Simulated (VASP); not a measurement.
# Sn (P6_3/mmc) in VASP: relaxation of cell and atoms with LDA

Aim: the relaxation of cell and atoms of Sn with LDA.

Program: VASP 6.6.1. These are calculated values, not measurements. Logs are shortened: lines on timing, memory, paths and dates and some standing lists are left out, and cuts for length are marked.

## Step 1: The cell of the first run

It takes space group P6_3/mmc (No. 194, hexagonal). The conventional cell has a = 2.612 Å, b = 2.612 Å, c = 4.214 Å, α = 90.00°, β = 90.00°, γ = 120.00°. Sn (site symmetry -6m2) has 12 Sn at 2.59 to 2.61 Å within 3.4 Å.

This isn't the form of Sn at room conditions, which is tetragonal (white tin).

## Step 2: Relaxation of cell and atoms, LDA, target pressure 240 GPa, at which the enthalpy is minimised

Input file INCAR:

```
PREC = Accurate ; ENCUT = 600
EDIFF = 1E-6 ; ISMEAR = -1
SIGMA = 0.05 ; LREAL = False
LASPH = True ; NELM = 60
ALGO = Normal ; ISIF = 3
LWAVE = False ; LCHARG = False
GGA = CA ; IBRION = 2
NSW = 32 ; EDIFFG = -0.005
PSTRESS = 2400.0
```

Input file KPOINTS:

```
regular mesh
0
Gamma
  16 16 9
```

Input file POSCAR:

```
Sn
1.0
    2.6120434819      0.0000000000      0.0000000000
   -1.3060217409      2.2620960111      0.0000000000
    0.0000000000      0.0000000000      4.2137362452
Sn
2
Direct
    0.3333333333      0.6666666667      0.2500000000
    0.6666666667      0.3333333333      0.7500000000
```

Potentials or basis: VASP PAW LDA potentials, release 64 (Sn_d).

On the command line:

```
$ cat potpaw_LDA.64/Sn_d/POTCAR > POTCAR
$ mpirun -np 1 vasp_std > vasp.out
```

OUTCAR:

```text
PREC = Accurate
   ENCUT = 600
   EDIFF = 1E-6
   ISMEAR = -1
   LREAL = False
   LASPH = True
   NELM = 60
   ISIF = 3
   GGA = CA
   IBRION = 2
   NSW = 32
   EDIFFG = -0.005
   PSTRESS = 2400.0

 ion  position               nearest neighbor table
   1  0.333  0.667  0.250-   2 2.59   2 2.59   2 2.59   2 2.59   2 2.59   2 2.59   2 3.68   2 3.68
                             2 3.68   2 3.68   2 3.68   2 3.68
   2  0.667  0.333  0.750-   1 2.59   1 2.59   1 2.59   1 2.59   1 2.59   1 2.59   1 3.68   1 3.68
                             1 3.68   1 3.68   1 3.68   1 3.68

  LATTYP: Found a hexagonal cell.
 ALAT       =     2.6120434819
 C/A-ratio  =     1.6131952911

  Lattice vectors:

 A1 = (   2.6120434819,   0.0000000000,   0.0000000000)
 A2 = (  -1.3060217409,   2.2620960111,   0.0000000000)
 A3 = (   0.0000000000,   0.0000000000,   4.2137362452)

Analysis of symmetry for initial positions (statically):
=====================================================================
 Subroutine PRICEL returns:
 Original cell was already a primitive cell.

 Routine SETGRP: Setting up the symmetry group for a
 hexagonal supercell.

 Subroutine GETGRP returns: Found 24 space group operations
 (whereof 12 operations were pure point group operations)
 out of a pool of 24 trial point group operations.

The static configuration has the point symmetry D_3d.
 The point group associated with its full space group is D_6h.

Analysis of symmetry for dynamics (positions and initial velocities):
=====================================================================
 Subroutine PRICEL returns:
 Original cell was already a primitive cell.

 Routine SETGRP: Setting up the symmetry group for a
 hexagonal supercell.

 Subroutine GETGRP returns: Found 24 space group operations
 (whereof 12 operations were pure point group operations)
 out of a pool of 24 trial point group operations.

The dynamic configuration has the point symmetry D_3d.
 The point group associated with its full space group is D_6h.

 Subroutine INISYM returns: Found 24 space group operations
 (whereof 12 operations are pure point group operations),
 and found     1 'primitive' translations

----------------------------------------------------------------------------------------

                                     Primitive cell

  volume of cell :      24.8977
[... 94 lines left out ...]
   NFREE  =      1    steps in history (QN), initial steepest desc. (CG)
   ISIF   =      3    stress and relaxation
   ISYM   =      2    0-nonsym 1-usesym 2-fastsym
   POTIM  = 0.5000    time-step for ionic-motion
   TEBEG  =    0.0;   TEEND  =   0.0 temperature during run
   PSTRESS= 2400.0 pullay stress
   NELECT =      28.0000    total number of electrons
   NUPDOWN=      -1.0000    fix difference up-down
   EMIN   =  10.00;   EMAX   =-10.00  energy-range for DOS
   EFERMI =   0.00;   METHOD = LEGACY
   ISMEAR =    -1;   SIGMA  =   0.05  broadening in eV -4-tet -1-fermi 0-gaus
   EFERMI_NEDOS =   21; number of points for ismear=-14 and -15
   IALGO  =     38    algorithm
   IMIX   =      4    mixing-type and parameters
     AMIX     =   0.40;   BMIX     =  1.00
     AMIX_MAG =   1.60;   BMIX_MAG =  1.00
  volume/ion in A,a.u.               =      12.45        84.01
  Fermi-wavevector in a.u.,A,eV,Ry     =   1.702451  3.217166 39.434294  2.898339
  Thomas-Fermi vector in A             =   2.782218
   LORBIT       =      0    0 simple, 1 ext, 2 COOP (PROOUT), +10 PAW based schemes
   GGA     = CA    functional components
   LHFCALC =     F    Hartree Fock is set to
   AEXX    =    0.0000 exact exchange contribution
   IVDW    =     0    specifies the selected vdW correction
   LEPSILON=     F    determine dielectric tensor
   LRPA    =     F    only Hartree local field effects (RPA)
 conjugate gradient relaxation of ions
 non-spin polarized calculation
  energy-cutoff  :      600.00
  volume of cell :       24.90
 maximum number of plane-waves:       848
 NGX is ok and might be reduce to    24
   NGX = 11   NGY = 11   NGZ = 17

--------------------------------------- Ionic step        1  -------------------------------------------

 number of electron      27.9999998 magnetization

 Free energy of the ion-electron system (eV)
  ---------------------------------------------------
  ext. energy  EPLUGINS =         0.00000000
  ---------------------------------------------------
  free energy    TOTEN  =         1.02213258 eV

  energy without entropy =        1.02853252  energy(sigma->0) =        1.02533255

------------------------ aborting loop because EDIFF is reached ----------------------------------------

  FORCE on cell =-STRESS in cart. coord.  units (eV):
  Direction    XX          YY          ZZ          XY          YZ          ZX
  --------------------------------------------------------------------------------------
  -------------------------------------------------------------------------------------
  Total       37.6391789     37.6391789     37.6320372      0.0000000      0.0000000      0.0000000
  in kB     2422.0992727   2422.0992726   2421.6396980      0.0000001      0.0000000      0.0000000
  external PRESSURE =      21.9460811 kB  Pullay stress =    2400.0000000 kB
[... 63 lines left out ...]
--------------------------------------- Ionic step        3  -------------------------------------------

 number of electron      27.9999998 magnetization

 Free energy of the ion-electron system (eV)
  ---------------------------------------------------
  ext. energy  EPLUGINS =         0.00000000
  ---------------------------------------------------
  free energy    TOTEN  =         0.93112683 eV

  energy without entropy =        0.93754047  energy(sigma->0) =        0.93433365

 E-fermi :  22.3691     XC(G=0): -14.8384

 val. band max:       22.3678870547   @ k =   0.2500   0.1875   0.3333
 cond. band min:      22.4024957283   @ k =   0.1875   0.1250   0.3333
 fundamental gap:      0.0346086736
 Fermi energy:        22.3691263699

 k-point     1 :       0.0000    0.0000    0.0000
  band No.  band energies     occupation
      1      -2.0748      2.00000
      2      -1.4812      2.00000
      3      -1.4077      2.00000
      4      -1.4077      2.00000
      5      -1.2601      2.00000
      6      -1.2601      2.00000
[... 481 lines left out ...]
      5      -1.0389      2.00000
      6      -0.9503      2.00000
[... 10 lines left out ...]
     17      27.4406      0.00000
     18      28.9050      0.00000

 [... further k-points ...]

------------------------ aborting loop because EDIFF is reached ----------------------------------------

  FORCE on cell =-STRESS in cart. coord.  units (eV):
  Direction    XX          YY          ZZ          XY          YZ          ZX
  --------------------------------------------------------------------------------------
  -------------------------------------------------------------------------------------
  Total       37.3876131     37.3876131     37.3790988      0.0000000      0.0000000     -0.0000000
  in kB     2400.0825172   2400.0825171   2399.5359457      0.0000001      0.0000000     -0.0000000
  external PRESSURE =      -0.0996733 kB  Pullay stress =    2400.0000000 kB
[... 21 lines left out ...]
  energy  without entropy=        0.9375404730  energy(sigma->0) =        0.93433365

  enthalpy is  TOTEN    =        38.3174545339 eV   P V=       37.3863277050

 reached required accuracy - stopping structural energy minimisation
```

OSZICAR:

```text
N       E                     dE             d eps       ncg     rms          rms(c)
DAV:   1     0.206506635579E+03    0.20651E+03   -0.16209E+04  5796   0.340E+03
DAV:   2     0.154066239725E+02   -0.19110E+03   -0.18777E+03  5414   0.485E+02
DAV:   3     0.790212378252E+00   -0.14616E+02   -0.14380E+02  5978   0.137E+02
[... 21 lines left out ...]
DAV:   3     0.929929278320E+00    0.29400E-01   -0.64336E-02  7176   0.695E+00    0.972E-02
DAV:   4     0.931013118237E+00    0.10838E-02   -0.43776E-03  7832   0.894E-01    0.639E-02
DAV:   5     0.931048661745E+00    0.35544E-04   -0.42414E-05  8230   0.823E-02    0.463E-02
DAV:   6     0.931126953370E+00    0.78292E-04   -0.78405E-05  6768   0.976E-02    0.559E-03
DAV:   7     0.931126828876E+00   -0.12449E-06   -0.15261E-06  4580   0.129E-02
   3 F= 0.38317455E+02 E0= 0.38320661E+02  d E =-.436487E-03
```

CONTCAR:

```text
Sn
   1.00000000000000
     2.6141708876825400    0.0000000000051538    0.0000000000000000
    -1.3070854437867658    2.2639383985465780    0.0000000000000000
     0.0000000000000000    0.0000000000000000    4.2170967962451016
  Sn
     2
Direct
     0.3333333332999970    0.6666666667000030    0.2500000000000000
     0.6666666667000030    0.3333333332999970    0.7500000000000000

  0.00000000E+00  0.00000000E+00  0.00000000E+00
  0.00000000E+00  0.00000000E+00  0.00000000E+00
```

It took 3.4 min on 1 thread of Intel Xeon 8259CL, shared host; peak memory 0.2 GiB.

What came out:

```yaml
Free_energy: 0.9311 eV
Relaxed_volume: 12.48 Å³/atom
Relaxed_cell: a = 2.614 Å, b = 2.614 Å, c = 4.217 Å, α = 90.00°, β = 90.00°, γ = 120.00°
Space_group_after_relaxing_to_0.1_Å: P6_3/mmc (No. 194)
Energy_change_on_relaxing_the_run_minimises_the_enthalpy: -45.5 meV/atom
Ionic_steps: 3
Pressure_after_relaxing: 240.0 GPa
Band_gap_on_the_k_mesh: zero (bands 14 and 15 overlap by 13.32 eV)
```

Step by step:
```
step  energy change (eV)  largest force (eV/Å)  pressure (GPa)  volume (Å³)
   1              0.0000                0.0000          242.19        24.90
   2             -0.8939                0.0000          220.57        25.52
   3             -0.0910                0.0000          239.99        24.96
```

Final structure:
```
CELL_PARAMETERS angstrom
2.61417 0.00000 0.00000
-1.30709 2.26394 0.00000
0.00000 0.00000 4.21710
ATOMIC_POSITIONS crystal
Sn 0.33333 0.66667 0.25000
Sn 0.66667 0.33333 0.75000
```

Levels at points of the mesh, in eV from the Fermi level:
```csv
k point,band 10,band 11,band 12,band 13,band 14,band 15,band 16,band 17,band 18
"(0.00, 0.00, 0.00)",-22.60,-20.00,-10.71,-8.35,9.04,10.49,10.49,11.18,11.34
"(0.50, 0.00, 0.00)",-22.44,-11.23,-10.71,-2.77,-2.65,-0.30,0.77,2.04,8.84
```

Caveat: the cell is relaxed towards a set pressure, so the run minimises the enthalpy, not the energy; spin-orbit coupling is left out, which moves the levels of the heavy elements.

The gap in the log of VASP goes by the Fermi energy; the results here count the filled bands.